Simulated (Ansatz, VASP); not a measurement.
# SiO2 in VASP and in Ansatz

```
Si O
1.0
     4.68200    0.00000    0.00000
     0.00000    4.68200    0.00000
     0.00000    0.00000    6.31100
Si O
4 8
Direct
  0.33160 0.33160 0.00000
  0.16840 0.83160 0.25000
  0.66840 0.66840 0.50000
  0.83160 0.16840 0.75000
  0.22970 0.16480 0.21190
  0.33520 0.72970 0.46190
  0.77030 0.83520 0.71190
  0.66480 0.27030 0.96190
  0.72970 0.33520 0.53810
  0.83520 0.77030 0.28810
  0.27030 0.66480 0.03810
  0.16480 0.22970 0.78810
```

Alike in both runs: task electric field gradients; functional PBE; k mesh 5 × 5 × 4; occupations fermi-dirac, width 0.02 eV; no spin polarisation.

|  | VASP | Ansatz |
| --- | --- | --- |
| version | VASP 6.6.1 | Ansatz 0.2.0 |
| potentials or method | VASP PAW PBE potentials, release 64 (Si, O) | plane-wave PAW, scalar-relativistic |
| plane-wave cutoff (eV) | 520 | 420 |
| valence electrons in the cell | 64 | 64 |

|  | VASP | Ansatz | Ansatz less VASP |
| --- | --- | --- | --- |
| gap on the k mesh at the Fermi level (eV) | 5.98 | 5.97 | -0.003 |
| pressure (GPa) | 11.9 | 11.6 | -0.30 |
| traceless stress, the component that is largest in VASP (GPa) | -1.94 | -1.86 | +0.082 |
| rms of the force components (eV/Å) | 0.240 | 0.238 | -0.0020 |
| size of Vzz on the site where it differs most (V/Å²) | 77.2 | 83.4 | +6.22 |

Atom by atom the forces differ by 0.011 eV/Å (rms over components).
